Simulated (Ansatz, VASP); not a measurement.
## LiH3 in VASP and in Ansatz

```
Li H
1.0
    -1.97795    1.97795    1.97795
     1.97795   -1.97795    1.97795
     1.97795    1.97795   -1.97795
Li H
1 3
Direct
  0.00000 0.00000 0.00000
  0.00000 0.50000 0.50000
  0.50000 0.00000 0.50000
  0.50000 0.50000 0.00000
```

Alike in both runs: task relaxation of cell and atoms; functional PBE; k mesh 6 × 6 × 6; occupations gaussian, width 0.1 eV; no spin polarisation.

```csv
,VASP,Ansatz
version,VASP 6.6.1,Ansatz 0.2.0
potentials or method,"VASP PAW PBE potentials, release 64 (Li_sv, H_h), cutoff 1230 eV","scalar-relativistic, plane waves, PAW"
valence electrons in the cell,6,6
```

VASP gave:

| Quantity | Value |
| --- | --- |
| gap on the k mesh at the Fermi level, each at its own relaxed structure (eV) | none |
| relaxed volume (Å³/atom) | 5.65 |
| relaxed length of the cell vector where the two differ most in proportion (Å) | 3.085 |

**Question.** Which values does Ansatz return?

**Answer.** gap on the k mesh at the Fermi level, each at its own relaxed structure (eV): none; relaxed volume (Å³/atom): 5.53; relaxed length of the cell vector where the two differ most in proportion (Å): 3.064.

A gap of «none» marks a metal or a gap that the smearing closes.

The k mesh is coarse, so the values compare programs but aren't converged. Noted on VASP's run: the volume moved by over 15 % at a fixed basis, so the end points are rough.
